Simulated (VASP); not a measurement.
# B6N (Pm-3m) in VASP: further runs

Runs on B6N. Level: PBE. Tasks: single point.

Everything below comes from runs of VASP 6.6.1. Logs are shortened: lines on timing, memory, paths and dates and some standing lists are left out, and cuts for length are marked.

### 1 The cell of the first run

The structure is cubic, space group Pm-3m (No. 221). The conventional cell has a = 4.139 Å, b = 4.139 Å, c = 4.139 Å, α = 90.00°, β = 90.00°, γ = 90.00°. B (site symmetry 4mm) has 5 B at 1.61 to 1.79 Å within 2.1 Å. N (site symmetry m-3m) has 24 B at 3.04 Å and 6 N at 4.14 Å within 4.2 Å.

### 2 Single point, PBE

Contents of INCAR:

```
SYSTEM = B6N
PREC = Accurate
ENCUT = 600
EDIFF = 1E-6
ISMEAR = 0
SIGMA = 0.2
LREAL = .False.
LASPH = .True.
NELM = 120
ALGO = Normal
ISIF = 2
LWAVE = .False.
LCHARG = .True.
GGA = PE
LELF = .True.
LVHAR = .True.
NBANDS = 20
GGA_COMPAT = .False.
```

Contents of KPOINTS:

```
Automatic mesh
0
Gamma
  4 4 4
  0 0 0
```

Contents of POSCAR:

```
B6N
1.0
    4.1391097473      0.0000000000      0.0000000000
    0.0000000000      4.1391097473      0.0000000000
    0.0000000000      0.0000000000      4.1391097473
B N
6 1
Direct
    0.5000000000      0.5000000000      0.8050143526
    0.5000000000      0.5000000000      0.1949856474
    0.8050143526      0.5000000000      0.5000000000
    0.1949856474      0.5000000000      0.5000000000
    0.5000000000      0.1949856474      0.5000000000
    0.5000000000      0.8050143526      0.5000000000
    0.0000000000      0.0000000000      0.0000000000
```

Potentials or basis: VASP PAW PBE potentials, release 64 (B, N).

Command:

```
cat potpaw_PBE.64/B/POTCAR potpaw_PBE.64/N/POTCAR > POTCAR
mpirun -np 1 vasp_std > vasp.out
```

OUTCAR:

```text
SYSTEM = B6N
   PREC = Accurate
   ENCUT = 600
   EDIFF = 1E-6
   ISMEAR = 0
   LREAL = .False.
   LASPH = .True.
   NELM = 120
   ISIF = 2
   GGA = PE

 ion  position               nearest neighbor table
   1  0.500  0.500  0.805-   2 1.61   3 1.79   4 1.79   5 1.79   6 1.79
   2  0.500  0.500  0.195-   1 1.61   3 1.79   4 1.79   5 1.79   6 1.79
   3  0.805  0.500  0.500-   4 1.61   2 1.79   1 1.79   5 1.79   6 1.79
   4  0.195  0.500  0.500-   3 1.61   2 1.79   1 1.79   5 1.79   6 1.79
   5  0.500  0.195  0.500-   6 1.61   2 1.79   3 1.79   4 1.79   1 1.79
   6  0.500  0.805  0.500-   5 1.61   2 1.79   3 1.79   4 1.79   1 1.79
   7  0.000  0.000  0.000-

  LATTYP: Found a simple cubic cell.
 ALAT       =     4.1391097473

  Lattice vectors:

 A1 = (   4.1391097473,   0.0000000000,   0.0000000000)
 A2 = (   0.0000000000,   4.1391097473,   0.0000000000)
 A3 = (   0.0000000000,   0.0000000000,   4.1391097473)

Analysis of symmetry for initial positions (statically):
=====================================================================
 Subroutine PRICEL returns:
 Original cell was already a primitive cell.

 Routine SETGRP: Setting up the symmetry group for a
 simple cubic supercell.

 Subroutine GETGRP returns: Found 48 space group operations
 (whereof 48 operations were pure point group operations)
 out of a pool of 48 trial point group operations.

The static configuration has the point symmetry O_h .

Analysis of symmetry for dynamics (positions and initial velocities):
=====================================================================
 Subroutine PRICEL returns:
 Original cell was already a primitive cell.

 Routine SETGRP: Setting up the symmetry group for a
 simple cubic supercell.

 Subroutine GETGRP returns: Found 48 space group operations
 (whereof 48 operations were pure point group operations)
 out of a pool of 48 trial point group operations.

The dynamic configuration has the point symmetry O_h .

 Subroutine INISYM returns: Found 48 space group operations
 (whereof 48 operations are pure point group operations),
 and found     1 'primitive' translations

----------------------------------------------------------------------------------------

[... 87 lines left out ...]
   EDIFF  = 0.1E-05   stopping-criterion for ELM
   LREAL  =      F    real-space projection
   EDIFFG = 0.1E-04   stopping-criterion for IOM
   NSW    =      0    number of steps for IOM
   IBRION =     -1    ionic relax: 0-MD 1-quasi-New 2-CG
   NFREE  =      0    steps in history (QN), initial steepest desc. (CG)
   ISIF   =      2    stress and relaxation
   ISYM   =      2    0-nonsym 1-usesym 2-fastsym
   POTIM  = 0.5000    time-step for ionic-motion
   TEBEG  =    0.0;   TEEND  =   0.0 temperature during run
   PSTRESS=    0.0 pullay stress
   NELECT =      23.0000    total number of electrons
   NUPDOWN=      -1.0000    fix difference up-down
   EMIN   =  10.00;   EMAX   =-10.00  energy-range for DOS
   EFERMI =   0.00;   METHOD = LEGACY
   ISMEAR =     0;   SIGMA  =   0.20  broadening in eV -4-tet -1-fermi 0-gaus
   EFERMI_NEDOS =   21; number of points for ismear=-14 and -15
   IALGO  =     38    algorithm
   IMIX   =      4    mixing-type and parameters
     AMIX     =   0.40;   BMIX     =  1.00
     AMIX_MAG =   1.60;   BMIX_MAG =  1.00
  volume/ion in A,a.u.               =      10.13        68.36
  Fermi-wavevector in a.u.,A,eV,Ry     =   1.124805  2.125573 17.213899  1.265186
  Thomas-Fermi vector in A             =   2.261479
   LORBIT       =      0    0 simple, 1 ext, 2 COOP (PROOUT), +10 PAW based schemes
   GGA     = PE    functional components
   LHFCALC =     F    Hartree Fock is set to
   AEXX    =    0.0000 exact exchange contribution
   IVDW    =     0    specifies the selected vdW correction
   LEPSILON=     F    determine dielectric tensor
   LRPA    =     F    only Hartree local field effects (RPA)
 non-spin polarized calculation
 Gauss-broadening in eV      SIGMA  =   0.20
  energy-cutoff  :      600.00
  volume of cell :       70.91
 maximum number of plane-waves:      2392
 NGX is ok and might be reduce to    36
   NGX = 17   NGY = 17   NGZ = 17

 number of electron      23.0000000 magnetization

 Free energy of the ion-electron system (eV)
  ---------------------------------------------------
  ext. energy  EPLUGINS =         0.00000000
  ---------------------------------------------------
  free energy    TOTEN  =       -39.28667532 eV

  energy without entropy =      -39.18747651  energy(sigma->0) =      -39.23707592

 E-fermi :   1.5393     XC(G=0): -10.0497

 val. band max:        1.4301650180   @ k =   0.2500   0.2500   0.0000
 cond. band min:       1.5397136699   @ k =   0.2500   0.0000   0.0000
 fundamental gap:      0.1095486518
 Fermi energy:         1.5393374935

 k-point     1 :       0.0000    0.0000    0.0000
  band No.  band energies     occupation
      1     -12.1044      2.00000
      2     -10.1321      2.00000
      3      -4.0528      2.00000
      4      -4.0528      2.00000
      5      -4.0528      2.00000
      6      -3.3721      2.00000
[... 219 lines left out ...]
     19      11.4727      0.00000
     20      11.4727      0.00000

------------------------ aborting loop because EDIFF is reached ----------------------------------------

  FORCE on cell =-STRESS in cart. coord.  units (eV):
  Direction    XX          YY          ZZ          XY          YZ          ZX
  --------------------------------------------------------------------------------------
  -------------------------------------------------------------------------------------
  Total       -0.0370627     -0.0370627     -0.0370627     -0.0000000     -0.0000000     -0.0000000
  in kB       -0.8373872     -0.8373872     -0.8373872     -0.0000000     -0.0000000     -0.0000000
  external PRESSURE =      -0.8373872 kB  Pullay stress =       0.0000000 kB

 VOLUME and BASIS-vectors are now :
 -----------------------------------------------------------------------------
  energy-cutoff  :      600.00
  volume of cell :       70.91
      direct lattice vectors                 reciprocal lattice vectors
     4.139109747  0.000000000  0.000000000     0.241597846  0.000000000  0.000000000
     0.000000000  4.139109747  0.000000000     0.000000000  0.241597846  0.000000000
     0.000000000  0.000000000  4.139109747     0.000000000  0.000000000  0.241597846

 POSITION                                       TOTAL-FORCE (eV/Angst)
 -----------------------------------------------------------------------------------
      2.06955      2.06955      3.33204        -0.000000     -0.000000      0.039463
      2.06955      2.06955      0.80707        -0.000000      0.000000     -0.039463
      3.33204      2.06955      2.06955         0.039463     -0.000000      0.000000
      0.80707      2.06955      2.06955        -0.039463      0.000000     -0.000000
      2.06955      0.80707      2.06955        -0.000000     -0.039463      0.000000
      2.06955      3.33204      2.06955        -0.000000      0.039463     -0.000000
      0.00000      0.00000      0.00000        -0.000000      0.000000      0.000000
 -----------------------------------------------------------------------------------
    total drift:                                0.000000      0.000000      0.000000

  FREE ENERGIE OF THE ION-ELECTRON SYSTEM (eV)
  ---------------------------------------------------
  free  energy   TOTEN  =       -39.2866753241 eV

  energy  without entropy=      -39.1874765095  energy(sigma->0) =      -39.23707592
```

OSZICAR:

```text
N       E                     dE             d eps       ncg     rms          rms(c)
DAV:   1     0.553350473811E+02    0.55335E+02   -0.11081E+04   400   0.112E+03
DAV:   2    -0.426968657617E+02   -0.98032E+02   -0.95124E+02   524   0.206E+02
DAV:   3    -0.464419865544E+02   -0.37451E+01   -0.36753E+01   532   0.363E+01
DAV:   4    -0.464730177247E+02   -0.31031E-01   -0.30942E-01   524   0.354E+00
DAV:   5    -0.464733292578E+02   -0.31153E-03   -0.31148E-03   492   0.341E-01    0.141E+01
DAV:   6    -0.517615836944E+02   -0.52883E+01   -0.22192E+02   468   0.240E+01    0.238E+01
DAV:   7    -0.395808903579E+02    0.12181E+02   -0.13971E+01   500   0.267E+01    0.473E+00
DAV:   8    -0.395722035065E+02    0.86869E-02   -0.58176E+00   432   0.732E+00    0.503E+00
DAV:   9    -0.396183619150E+02   -0.46158E-01   -0.78712E+00   488   0.560E+00    0.488E+00
DAV:  10    -0.392850448379E+02    0.33332E+00   -0.16904E+00   440   0.254E+00    0.354E-01
DAV:  11    -0.392971739074E+02   -0.12129E-01   -0.66404E-02   468   0.110E+00    0.102E+00
DAV:  12    -0.392882832560E+02    0.88907E-02   -0.91754E-02   464   0.644E-01    0.418E-01
DAV:  13    -0.392869448496E+02    0.13384E-02   -0.12093E-02   468   0.268E-01    0.174E-01
DAV:  14    -0.392866714767E+02    0.27337E-03   -0.99319E-04   480   0.975E-02    0.166E-02
DAV:  15    -0.392866751701E+02   -0.36934E-05   -0.27465E-05   460   0.291E-02    0.525E-03
DAV:  16    -0.392866753241E+02   -0.15401E-06   -0.21425E-06   416   0.712E-03
   1 F= -.39286675E+02 E0= -.39237076E+02  d E =-.991988E-01
```

stdout:

```text
POSCAR found type information on POSCAR B N
 POSCAR found :  2 types and       7 ions
 scaLAPACK will be used
 LDA part: xc-table for (Slater+PW92), standard interpolation
 POSCAR, INCAR and KPOINTS ok, starting setup
 FFT: planning ... GRIDC
 FFT: planning ... GRID_SOFT
 FFT: planning ... GRID
 WAVECAR not read
 entering main loop
```

Run time: 32 s. Hardware: 1 thread of Intel Xeon 8259CL, shared host; peak memory 0.2 GiB.

Results:

* Free energy: -39.2867 eV
* Pressure: -0.1 GPa
* Largest force: 0.039 eV/Å
* Band gap on the k mesh: zero (an odd number of electrons rules out a gap without spin polarisation)

Forces in eV/Å, atoms in the order of the input:
```
B    0.000  0.000  0.039
B    0.000  0.000 -0.039
B    0.039  0.000  0.000
B   -0.039  0.000  0.000
B    0.000 -0.039  0.000
B    0.000  0.039  0.000
N    0.000  0.000  0.000
```

Caveat: the k points lie up to 0.38 Å⁻¹ apart, too coarse for converged energies and pressures of a metal.

[end of part 1 of 2]
